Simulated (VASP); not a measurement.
# Co (P-3m1) in VASP: notebook, part 2 of 2

VASP 6.6.1. The steps go on from the part before.

### Step 3. Single point, LDA, collinear spin, ferromagnetic start

INCAR

```
PREC     = Accurate       # precision mode
ENCUT    = 520            # plane-wave cutoff, eV
EDIFF    = 1E-6           # SCF threshold, eV
ISMEAR   = -1             # smearing method
SIGMA    = 0.15           # smearing width, eV
LREAL    = F              # projectors in reciprocal space
LASPH    = T              # aspherical terms in the spheres
NELM     = 150            # most SCF steps
ALGO     = Normal         # electronic algorithm
ISIF     = 2              # what is computed and relaxed
LWAVE    = F              # write WAVECAR
LCHARG   = T              # write CHGCAR
ISPIN    = 2              # spin polarisation
MAGMOM   = 3.2 3.2        # initial moments
LORBIT   = 11             # projections on sites
LMAXMIX  = 4              # l up to which the mixer works
LELF     = T              # ELF
LVHAR    = T            
NBANDS   = 20             # bands
```

KPOINTS

```
regular mesh
0
Gamma
  14 14 8
```

POSCAR

```
Co
1.0
    2.4873648700      0.0000000000      0.0000000000
   -1.2436824400      2.1541211700      0.0000000000
    0.0000000000      0.0000000000      4.0632895000
Co
2
Direct
    0.6666666700      0.3333333300      0.2598610000
    0.3333333300      0.6666666700      0.7401390000
```

Potentials or basis: VASP PAW LDA potentials, release 64 (Co).

Started as:

```
$ cat potpaw_LDA.64/Co/POTCAR > POTCAR
$ mpirun -np 1 vasp_std > vasp.out
```

OUTCAR:

```text
PREC = Accurate
   ENCUT = 520
   EDIFF = 1E-6
   ISMEAR = -1
   LREAL = F
   LASPH = T
   NELM = 150
   ISIF = 2
   ISPIN = 2
   LORBIT = 11

 ion  position               nearest neighbor table
   1  0.667  0.333  0.260-   2 2.42   2 2.42   2 2.42   2 2.55   2 2.55   2 2.55
   2  0.333  0.667  0.740-   1 2.42   1 2.42   1 2.42   1 2.55   1 2.55   1 2.55

  LATTYP: Found a hexagonal cell.
 ALAT       =     2.4873648700
 C/A-ratio  =     1.6335719576

  Lattice vectors:

 A1 = (   2.4873648700,   0.0000000000,   0.0000000000)
 A2 = (  -1.2436824400,   2.1541211700,   0.0000000000)
 A3 = (   0.0000000000,   0.0000000000,   4.0632895000)

Analysis of symmetry for initial positions (statically):
=====================================================================
 Subroutine PRICEL returns:
 Original cell was already a primitive cell.

 Routine SETGRP: Setting up the symmetry group for a
 hexagonal supercell.

 Subroutine GETGRP returns: Found 12 space group operations
 (whereof 12 operations were pure point group operations)
 out of a pool of 24 trial point group operations.

The static configuration has the point symmetry D_3d.

Analysis of symmetry for dynamics (positions and initial velocities):
=====================================================================
 Subroutine PRICEL returns:
 Original cell was already a primitive cell.

 Routine SETGRP: Setting up the symmetry group for a
 hexagonal supercell.

 Subroutine GETGRP returns: Found 12 space group operations
 (whereof 12 operations were pure point group operations)
 out of a pool of 24 trial point group operations.

The dynamic configuration has the point symmetry D_3d.

Analysis of structural, dynamic, and magnetic symmetry:
=====================================================================
 Subroutine PRICEL returns:
 Original cell was already a primitive cell.

 Routine SETGRP: Setting up the symmetry group for a
 hexagonal supercell.

 Subroutine GETGRP returns: Found 12 space group operations
 (whereof 12 operations were pure point group operations)
 out of a pool of 24 trial point group operations.

The overall configuration has the point symmetry D_3d.

 Subroutine INISYM returns: Found 12 space group operations
 (whereof 12 operations are pure point group operations),
 and found     1 'primitive' translations

----------------------------------------------------------------------------------------

                                     Primitive cell

  volume of cell :      21.7715

  direct lattice vectors                    reciprocal lattice vectors
     2.487364870  0.000000000  0.000000000     0.402031890  0.232113220  0.000000000
    -1.243682440  2.154121170  0.000000000     0.000000000  0.464226439  0.000000000
     0.000000000  0.000000000  4.063289500     0.000000000  0.000000000  0.246106018

  length of vectors
     2.487364870  2.487364876  4.063289500     0.464226440  0.464226439  0.246106018

  position of ions in fractional coordinates (direct lattice)
     0.666666670  0.333333330  0.259861000
     0.333333330  0.666666670  0.740139000

  ion indices of the primitive-cell ions
   primitive index   ion index
[... 64 lines left out ...]
 SYSTEM =  unknown system
   PREC   = accura    normal or accurate (medium, high low for compatibility)
   ISTART =      0    job   : 0-new  1-cont  2-samecut
   ICHARG =      2    charge: 1-file 2-atom 10-const
   ISPIN  =      2    spin polarized calculation?
   LNONCOLLINEAR =      F non collinear calculations
   LSORBIT =      F    spin-orbit coupling
   LASPH  =      T    aspherical Exc in radial PAW
   ENCUT  =  520.0 eV  38.22 Ry    6.18 a.u.   4.62  4.62  7.56*2*pi/ulx,y,z
   NELM   =    150;   NELMIN=  2; NELMDL= -5     # of ELM steps
   EDIFF  = 0.1E-05   stopping-criterion for ELM
   LREAL  =      F    real-space projection
   EDIFFG = 0.1E-04   stopping-criterion for IOM
   NSW    =      0    number of steps for IOM
   IBRION =     -1    ionic relax: 0-MD 1-quasi-New 2-CG
   NFREE  =      0    steps in history (QN), initial steepest desc. (CG)
   ISIF   =      2    stress and relaxation
   ISYM   =      2    0-nonsym 1-usesym 2-fastsym
   POTIM  = 0.5000    time-step for ionic-motion
   TEBEG  =    0.0;   TEEND  =   0.0 temperature during run
   PSTRESS=    0.0 pullay stress
   NELECT =      18.0000    total number of electrons
   NUPDOWN=      -1.0000    fix difference up-down
   EMIN   =  10.00;   EMAX   =-10.00  energy-range for DOS
   EFERMI =   0.00;   METHOD = LEGACY
   ISMEAR =    -1;   SIGMA  =   0.15  broadening in eV -4-tet -1-fermi 0-gaus
   EFERMI_NEDOS =   21; number of points for ismear=-14 and -15
   IALGO  =     38    algorithm
   IMIX   =      4    mixing-type and parameters
     AMIX     =   0.40;   BMIX     =  1.00
     AMIX_MAG =   1.60;   BMIX_MAG =  1.00
  volume/ion in A,a.u.               =      10.89        73.46
  Fermi-wavevector in a.u.,A,eV,Ry     =   1.536514  2.903591 32.121660  2.360875
  Thomas-Fermi vector in A             =   2.643152
   LORBIT       =     11    0 simple, 1 ext, 2 COOP (PROOUT), +10 PAW based schemes
   GGA     = CA    functional components
   LHFCALC =     F    Hartree Fock is set to
   AEXX    =    0.0000 exact exchange contribution
   IVDW    =     0    specifies the selected vdW correction
   LEPSILON=     F    determine dielectric tensor
   LRPA    =     F    only Hartree local field effects (RPA)
 spin polarized calculation
  energy-cutoff  :      520.00
  volume of cell :       21.77
 maximum number of plane-waves:       600
   NGX =  9   NGY =  9   NGZ = 15

 number of electron      17.9999996 magnetization       2.9770854

 Free energy of the ion-electron system (eV)
  ---------------------------------------------------
  ext. energy  EPLUGINS =         0.00000000
  ---------------------------------------------------
  free energy    TOTEN  =       -16.18915430 eV

  energy without entropy =      -16.01049897  energy(sigma->0) =      -16.09982664

 E-fermi :   9.8657     XC(G=0): -13.7151

 val. band max:        9.8588088129   @ k =   0.1429   0.0000   0.2500
 cond. band min:       9.8699774275   @ k =   0.1429   0.1429   0.0000
 fundamental gap:      0.0111686146
 Fermi energy:         9.8656982775

 spin component 1

 k-point     1 :       0.0000    0.0000    0.0000
  band No.  band energies     occupation
      1       0.9740      1.00000
      2       4.8138      1.00000
      3       7.3802      1.00000
      4       7.4437      1.00000
      5       7.4437      1.00000
      6       7.7337      1.00000
[... 541 lines left out ...]
     19      26.5703      0.00000
     20      42.4525      0.00000

 [... further k-points ...]

 spin component 2

 k-point     1 :       0.0000    0.0000    0.0000
  band No.  band energies     occupation
      1       1.1450      1.00000
      2       5.6637      1.00000
      3       8.7201      0.99952
      4       8.8050      0.99915
      5       8.8050      0.99915
      6       9.1241      0.99292
[... 541 lines left out ...]
     19      26.9891      0.00000
     20      42.7660      0.00000

 [... further k-points ...]

------------------------ aborting loop because EDIFF is reached ----------------------------------------

  FORCE on cell =-STRESS in cart. coord.  units (eV):
  Direction    XX          YY          ZZ          XY          YZ          ZX
  --------------------------------------------------------------------------------------
  -------------------------------------------------------------------------------------
  Total       -2.4565605     -2.4565605     -2.7175081      0.0000000      0.0000000     -0.0000000
  in kB     -180.7801109   -180.7801116   -199.9834419      0.0000004      0.0000000     -0.0000000
  external PRESSURE =    -187.1812215 kB  Pullay stress =       0.0000000 kB

 VOLUME and BASIS-vectors are now :
 -----------------------------------------------------------------------------
  energy-cutoff  :      520.00
  volume of cell :       21.77
      direct lattice vectors                 reciprocal lattice vectors
     2.487364870  0.000000000  0.000000000     0.402031890  0.232113220  0.000000000
    -1.243682440  2.154121170  0.000000000     0.000000000  0.464226439  0.000000000
     0.000000000  0.000000000  4.063289500     0.000000000  0.000000000  0.246106018

 POSITION                                       TOTAL-FORCE (eV/Angst)
 -----------------------------------------------------------------------------------
      1.24368      0.71804      1.05589        -0.000000      0.000000     -0.448000
     -0.00000      1.43608      3.00740         0.000000      0.000000      0.448000
 -----------------------------------------------------------------------------------
    total drift:                                0.000000      0.000000     -0.000000

  FREE ENERGIE OF THE ION-ELECTRON SYSTEM (eV)
  ---------------------------------------------------
  free  energy   TOTEN  =       -16.1891542991 eV

  energy  without entropy=      -16.0104989729  energy(sigma->0) =      -16.09982664

 total charge

# of ion       s       p       d       tot
------------------------------------------
    1        0.488   0.514   7.281   8.283
    2        0.488   0.514   7.281   8.283
--------------------------------------------------
tot          0.976   1.028  14.562  16.566

 magnetization (x)

# of ion       s       p       d       tot
------------------------------------------
    1       -0.012  -0.036   1.540   1.492
    2       -0.012  -0.036   1.540   1.492
--------------------------------------------------
tot         -0.024  -0.072   3.079   2.983
```

Run time: 90 s. Hardware: 1 thread of Intel Xeon 6975P-C (Granite Rapids), shared host; peak memory 0.2 GiB.

What came out:

* Free energy: -16.1892 eV
* Pressure: -18.7 GPa
* Largest force: 0.448 eV/Å
* Net moment: 2.98 μB per cell
* Site moments: Co +1.49 μB
* Valence electrons inside the program's atomic spheres: Co 8.28

Forces on the atoms (eV/Å):
```
Co   0.000  0.000 -0.448
Co   0.000  0.000  0.448
```

Caveat: the cell stands under tension.

### Step 4. Single point, LDA, collinear spin, ferromagnetic start

INCAR

```
SYSTEM = Co
PREC     = Accurate       ! precision mode
ENCUT    = 520            ! plane-wave cutoff, eV
EDIFF    = 1E-7           ! SCF threshold, eV
ISMEAR   = -1             ! smearing method
SIGMA    = 0.1            ! smearing width, eV
LREAL    = .FALSE.        ! projectors in reciprocal space
LASPH    = .TRUE.         ! aspherical terms in the spheres
NELM     = 150            ! most SCF steps
ALGO     = Normal         ! electronic algorithm
ISIF     = 2              ! what is computed and relaxed
LWAVE    = .FALSE.        ! write WAVECAR
LCHARG   = .TRUE.         ! write CHGCAR
ISPIN    = 2              ! spin polarisation
MAGMOM   = 3.2 3.2        ! initial moments
LORBIT   = 11             ! projections on sites
LMAXMIX  = 4              ! l up to which the mixer works
LELF     = .TRUE.         ! ELF
LVHAR    = .TRUE.       
NBANDS   = 20             ! bands
```

KPOINTS

```
regular mesh
0
G
  14 14 8
  0 0 0
```

POSCAR is that of step 3.

Started as:

```
$ cat potpaw_LDA.64/Co/POTCAR > POTCAR
$ mpirun -np 1 vasp_std > vasp.out
```

It took 1.9 min on 1 thread of Intel Xeon 6975P-C (Granite Rapids), shared host; peak memory 0.2 GiB.

It converged, with:

| Quantity | Value |
| --- | --- |
| Free energy | -16.1435 eV |
| Pressure | -18.7 GPa |
| Largest force | 0.427 eV/Å |
| Net moment | 3.06 μB per cell |
| Site moments | Co +1.53 μB |
| Valence electrons inside the program's atomic spheres | Co 8.28 |

Forces in eV/Å, atoms in the order of the input:
```
Co   0.000  0.000 -0.427
Co   0.000  0.000  0.427
```

Stress tensor (GPa, compression positive):
```
-18.03   0.00   0.00
  0.00 -18.03   0.00
  0.00   0.00 -20.01
```

Levels at points of the mesh, in eV from the Fermi level:
Spin up:
```
           k point  band 6  band 7  band 8  band 9  band 10  band 11  band 12  band 13  band 14  band 15
(0.00, 0.00, 0.00)   -2.15   -2.15   -1.70   -1.70    -0.63    -0.63    -0.15     6.22    22.07    24.62
(0.50, 0.00, 0.00)   -2.38   -2.04   -0.49   -0.45    -0.32     1.43     3.42     9.46    10.41    12.64
(0.00, 0.00, 0.50)   -2.51   -2.48   -2.48   -1.04    -1.04    -0.86    -0.86    14.15    15.33    22.65
(0.50, 0.00, 0.50)   -1.44   -0.95   -0.86   -0.42    -0.37     1.50     1.78     7.18     7.47    18.16
```
Spin down:
| k point | band 3 | band 4 | band 5 | band 6 | band 7 | band 8 | band 9 | band 10 | band 11 | band 12 |
| --- | --- | --- | --- | --- | --- | --- | --- | --- | --- | --- |
| (0.00, 0.00, 0.00) | -1.12 | -1.04 | -1.04 | -0.72 | -0.72 | -0.18 | -0.18 | 0.02 | 0.97 | 0.97 |
| (0.50, 0.00, 0.00) | -3.24 | -1.68 | -1.16 | -1.08 | -0.69 | 1.11 | 1.20 | 1.28 | 2.54 | 4.33 |
| (0.00, 0.00, 0.50) | -1.82 | -1.36 | -1.10 | -1.10 | -1.09 | -1.09 | 0.54 | 0.54 | 0.71 | 0.71 |
| (0.50, 0.00, 0.50) | -2.58 | -2.25 | -0.31 | 0.08 | 0.24 | 0.36 | 1.18 | 1.23 | 2.09 | 2.43 |

Caveat: the cell stands under tension.

### Step 5. Single point, LDA, collinear spin, ferromagnetic start

INCAR

```
  PREC = Accurate
  ENCUT = 520
  EDIFF = 1E-6
  ISMEAR = -1
  SIGMA = 0.05
  LREAL = False
  LASPH = True
  NELM = 150
  ALGO = Normal
  ISIF = 2
  LWAVE = False
  LCHARG = False
  ISPIN = 2
  MAGMOM = 3.2 3.2
  LORBIT = 11
  LMAXMIX = 4
  NBANDS = 20
```

KPOINTS

```
regular mesh
0
Gamma
  14 14 8
```

POSCAR is that of step 4.

Started as:

```
$ cat potpaw_LDA.64/Co/POTCAR > POTCAR
$ mpirun -np 1 vasp_std > vasp.out
```

It took 1.9 min on 1 thread of Intel Xeon 6975P-C (Granite Rapids), shared host; peak memory 0.2 GiB.

It converged, with:

- Free energy: -16.1204 eV
- Pressure: -19.0 GPa
- Largest force: 0.422 eV/Å
- Net moment: 3.05 μB per cell
- Site moments: Co +1.53 μB
- Valence electrons inside the program's atomic spheres: Co 8.28

Forces on the atoms (eV/Å):
```
Co   0.000  0.000 -0.422
Co   0.000  0.000  0.422
```

Stress tensor (GPa, compression positive):
```
-18.30   0.00   0.00
  0.00 -18.30   0.00
  0.00   0.00 -20.29
```

Levels at points of the mesh, in eV from the Fermi level:
Spin up:
```csv
k point,band 7,band 8,band 9,band 10,band 11,band 12,band 13,band 14
"(0.00, 0.00, 0.00)",-2.16,-1.72,-1.72,-0.64,-0.64,-0.16,6.21,22.06
"(0.50, 0.00, 0.00)",-2.05,-0.50,-0.46,-0.33,1.42,3.41,9.45,10.40
"(0.00, 0.00, 0.50)",-2.49,-2.49,-1.06,-1.06,-0.87,-0.87,14.14,15.32
"(0.50, 0.00, 0.50)",-0.96,-0.87,-0.43,-0.38,1.49,1.77,7.17,7.46
```
Spin down:
```tsv
k point	band 3	band 4	band 5	band 6	band 7	band 8	band 9	band 10	band 11	band 12
(0.00, 0.00, 0.00)	-1.13	-1.05	-1.05	-0.73	-0.73	-0.19	-0.19	0.01	0.96	0.96
(0.50, 0.00, 0.00)	-3.25	-1.69	-1.17	-1.09	-0.70	1.10	1.19	1.27	2.53	4.32
(0.00, 0.00, 0.50)	-1.83	-1.37	-1.11	-1.11	-1.10	-1.10	0.54	0.54	0.70	0.70
(0.50, 0.00, 0.50)	-2.59	-2.26	-0.32	0.07	0.22	0.35	1.17	1.22	2.08	2.42
```

Caveat: the cell stands under tension.

### Step 6. Single point, LDA, collinear spin, ferromagnetic start

INCAR

```
SYSTEM = Co
PREC = Accurate
ENCUT = 520
EDIFF = 1E-7
ISMEAR = -1
SIGMA = 0.025
LREAL = .False.
LASPH = .True.
NELM = 150
ALGO = Normal
ISIF = 2
LWAVE = .False.
LCHARG = .False.
ISPIN = 2
MAGMOM = 3.2 3.2
LORBIT = 11
LMAXMIX = 4
GGA = CA
NBANDS = 20
```

KPOINTS

```
Automatic mesh
0
Gamma
  14 14 8
  0 0 0
```

POSCAR is that of step 5.

Potentials or basis: VASP PAW LDA potentials, release 64 (Co).

Started as:

```
$ cat potpaw_LDA.64/Co/POTCAR > POTCAR
$ mpirun -np 1 vasp_std > vasp.out
```

Wall time 99 s (1 thread of Intel Xeon 6975P-C (Granite Rapids), shared host); peak memory 0.2 GiB.

It converged, with:

| Quantity | Value |
| --- | --- |
| Free energy | -16.1152 eV |
| Pressure | -19.1 GPa |
| Largest force | 0.426 eV/Å |
| Net moment | 3.04 μB per cell |
| Site moments | Co +1.53 μB |
| Valence electrons inside the program's atomic spheres | Co 8.28 |

Forces in eV/Å, atoms in the order of the input:
```
Co   0.000  0.000 -0.426
Co   0.000  0.000  0.426
```

Stress tensor (GPa, compression positive):
```
-18.43   0.00   0.00
  0.00 -18.43   0.00
  0.00   0.00 -20.38
```

Levels at points of the mesh, in eV from the Fermi level:
Spin up:
```tsv
k point	band 8	band 9	band 10	band 11	band 12	band 13
(0.00, 0.00, 0.00)	-1.73	-1.73	-0.65	-0.65	-0.17	6.20
(0.50, 0.00, 0.00)	-0.51	-0.47	-0.34	1.41	3.40	9.43
(0.00, 0.00, 0.50)	-2.49	-1.07	-1.07	-0.88	-0.88	14.13
(0.50, 0.00, 0.50)	-0.88	-0.44	-0.39	1.48	1.76	7.16
```
Spin down:
| k point | band 4 | band 5 | band 6 | band 7 | band 8 | band 9 | band 10 | band 11 |
| --- | --- | --- | --- | --- | --- | --- | --- | --- |
| (0.00, 0.00, 0.00) | -1.06 | -1.06 | -0.74 | -0.74 | -0.21 | -0.21 | -0.01 | 0.95 |
| (0.50, 0.00, 0.00) | -1.71 | -1.18 | -1.11 | -0.72 | 1.09 | 1.17 | 1.26 | 2.51 |
| (0.00, 0.00, 0.50) | -1.39 | -1.12 | -1.12 | -1.11 | -1.11 | 0.52 | 0.52 | 0.69 |
| (0.50, 0.00, 0.50) | -2.28 | -0.34 | 0.05 | 0.21 | 0.34 | 1.16 | 1.21 | 2.06 |

Caveat: the cell stands under tension.

### Step 7. Summary

```tsv
smearing	gap on the mesh (eV)	pressure (GPa)	moment (μB)	largest force (eV/Å)
fermi-dirac 0.25 eV	none	-19.4	2.49	0.48
fermi-dirac 0.15 eV	none	-18.7	2.98	0.45
fermi-dirac 0.1 eV	none	-18.7	3.06	0.43
fermi-dirac 0.05 eV	none	-19.0	3.05	0.42
fermi-dirac 0.025 eV	none	-19.1	3.04	0.43
```

Alike in all rows: task single point; level LDA; potentials or basis VASP PAW LDA potentials, release 64 (Co); spin collinear, ferromagnetic start; cell as given; k mesh 14 × 14 × 8; cutoff (eV) 520.

Caveats: the cell stands under tension.

Absolute energies hang on the potentials; compare differences alone.
